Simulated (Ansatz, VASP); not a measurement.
## Two plane-wave programs on ZrB2

```xyz
3
Lattice="3.1864 0.0000 0.0000 -1.5932 2.7595 0.0000 0.0000 0.0000 3.3314" Properties=species:S:1:pos:R:3 pbc="T T T"
Zr    0.0000    0.0000    0.0000
B     0.0000    1.8397    1.6657
B     1.5932    0.9198    1.6657
```

Alike in both runs: task single point; functional PBEsol; k mesh 15 × 15 × 12; occupations gaussian, width 0.15 eV; no spin polarisation.

```csv
,VASP,Ansatz
version,VASP 6.6.1,Ansatz 0.2.0
potentials or method,"VASP PAW PBE potentials, release 64 (Zr_sv, B), cutoff 520 eV","scalar-relativistic, plane waves, PAW"
valence electrons in the cell,18,18
```

```csv
,VASP,Ansatz,Ansatz less VASP
gap on the k mesh at the Fermi level (eV),none,none,-
pressure (GPa),8.3,7.9,-0.41
"traceless stress, the component that is largest in VASP (GPa)",14.08,14.07,-0.005
```

VASP's potentials were made for PBE, not for PBEsol. A gap of «none» marks a metal or a gap that the smearing closes.
